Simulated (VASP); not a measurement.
LiB2, 3 atoms in the cell. Symmetry: P-6m2, No. 187, hexagonal system. Conventional cell: a = 2.236 Å, b = 2.236 Å, c = 5.317 Å, α = 90.00°, β = 90.00°, γ = 120.00°. Within 2.9 Å of Li (site symmetry -6m2) lie 6 B at 2.22 Å and 6 Li at 2.24 Å. Within 2.3 Å of B (site symmetry 3m) lie 7 B at 1.69 to 2.24 Å and 3 Li at 2.22 Å. 

* Program: VASP 6.6.1
* Task: relaxation of cell and atoms
* Functional: PBE
* Potentials or basis: VASP PAW PBE potentials, release 64 (Li_sv, B)
* Cutoff: 600 eV
* k mesh: 24 × 24 × 10
* Occupations: gaussian, width 0.1 eV
* Spin: no spin polarisation
* Dipole correction: no
* Further INCAR settings: ALGO = Normal; EDIFF = 1e-06; IBRION = 2; EDIFFG = -0.01; NSW = 100; ISIF = 3

Potentials or basis: VASP PAW PBE potentials, release 64 (Li_sv, B).

Command:

```console
$ cat potpaw_PBE.64/Li_sv/POTCAR potpaw_PBE.64/B/POTCAR > POTCAR
$ mpirun -np 1 vasp_std > vasp.out
```

Hardware: 1 thread of AMD EPYC 7R43 64-Core Processor (Zen 3), on a shared host.

Question: How long does it take, and how much memory?

Answer: It took 3.5 min on 1 thread of AMD EPYC 7R43 64-Core Processor (Zen 3) (shared host), peak memory 0.16 GiB. Counts: scf iterations 31, k points 366, ion steps 5.
